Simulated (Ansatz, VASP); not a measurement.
**One calculation of SiNi3, two programs**

INCAR

```
PREC = Accurate ; ENCUT = 520
EDIFF = 1E-7 ; ISMEAR = 0
SIGMA = 0.15 ; LREAL = F
LASPH = T ; NELM = 60
ALGO = Fast ; ISIF = 2
LWAVE = F ; LCHARG = F
GGA = PE ; NBANDS = 25
```

KPOINTS

```
regular mesh
0
Gamma
  14 14 14
```

The input POSCAR:

```
SiNi3
1.0
    3.5062596291      0.0000000000      0.0788908417
    0.0000000000      3.5062596291      0.0000000000
    0.0788908417      0.0000000000      3.5062596291
Si Ni
1 3
Direct
    0.0000000000      0.0000000000      0.0000000000
    0.0000000000      0.5000000000      0.5000000000
    0.5000000000      0.0000000000      0.5000000000
    0.5000000000      0.5000000000      0.0000000000
```

Input for Ansatz:

```yaml
crystal:
  lattice:
    - [3.5062596291, 0.0, 0.0788908417]
    - [0.0, 3.5062596291, 0.0]
    - [0.0788908417, 0.0, 3.5062596291]
  atoms:
    - { symbol: Si, position: [0.0, 0.0, 0.0] }
    - { symbol: Ni, position: [0.0, 0.5, 0.5] }
    - { symbol: Ni, position: [0.5, 0.0, 0.5] }
    - { symbol: Ni, position: [0.5, 0.5, 0.0] }
basis:
  ecutwfc: 420
kpoints:
  mp_grid: { grid: [14, 14, 14] }
hamiltonian:
  xc: pbe
scf:
  occupations: { method: gaussian, width: 0.15 }
output:
  forces: true
  stress: true
  eigenvalues: true
```

Change from the starting cell: strain +0.0450 x Voigt [0, 0, 0, 0, 1, 0], atoms carried along.

Alike in both runs: task single point; functional PBE; k mesh 14 × 14 × 14; occupations gaussian, width 0.15 eV; no spin polarisation.

```csv
,VASP,Ansatz
version,VASP 6.6.1,Ansatz 0.2.0
potentials or method,"VASP PAW PBE potentials, release 64 (Si, Ni), cutoff 520 eV","scalar-relativistic, plane waves, PAW"
valence electrons in the cell,34,58
```

VASP gave:

- gap on the k mesh at the Fermi level (eV): none
- pressure (GPa): 0.6
- traceless stress, the component that is largest in VASP (GPa): -5.88

Question: Estimate Ansatz's values.

Answer: gap on the k mesh at the Fermi level (eV): none; pressure (GPa): 0.5; traceless stress, the component that is largest in VASP (GPa): -5.91.

A gap of «none» marks a metal or a gap that the smearing closes. VASP's potentials hold 34 valence electrons a cell and Ansatz's 58, so a difference there can come from the potentials and not from the codes.
